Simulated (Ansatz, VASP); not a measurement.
**Two plane-wave programs on Tl2I**

```
Tl I
1.0
     0.00000    3.66624    3.66624
     3.66624    0.00000    3.66624
     3.66624    3.66624    0.00000
Tl I
2 1
Direct
  0.25000 0.25000 0.25000
  0.75000 0.75000 0.75000
  0.00000 0.00000 0.00000
```

Alike in both runs: task relaxation of cell and atoms; functional r2SCAN; k mesh 4 × 4 × 4; occupations gaussian, width 0.1 eV; no spin polarisation.

|  | VASP | Ansatz |
| --- | --- | --- |
| version | VASP 6.6.1 | Ansatz 0.2.0 |
| potentials or method | VASP PAW PBE potentials, release 64 (Tl_d, I), cutoff 600 eV | scalar-relativistic, plane waves, PAW |
| valence electrons in the cell | 33 | 43 |

Ansatz gave:

| Item | Value |
| --- | --- |
| gap on the k mesh at the Fermi level, each at its own relaxed structure (eV) | none |
| relaxed volume (Å³/atom) | 44.89 |
| relaxed length of the cell vector where the two differ most in proportion (Å) | 5.754 |

Task: Which values does VASP return?

Result: gap on the k mesh at the Fermi level, each at its own relaxed structure (eV): none; relaxed volume (Å³/atom): 45.56; relaxed length of the cell vector where the two differ most in proportion (Å): 5.782.

VASP's potentials were made for PBE, not for r2SCAN. A gap of «none» marks a metal or a gap that the smearing closes. VASP's potentials hold 33 valence electrons a cell and Ansatz's 43, so a difference there can come from the potentials and not from the codes.

The k mesh is coarse, so the values compare programs but aren't converged. Spin-orbit coupling is off throughout. Noted on VASP's run: the volume moved by over 15 % at a fixed basis, so the end points are rough.
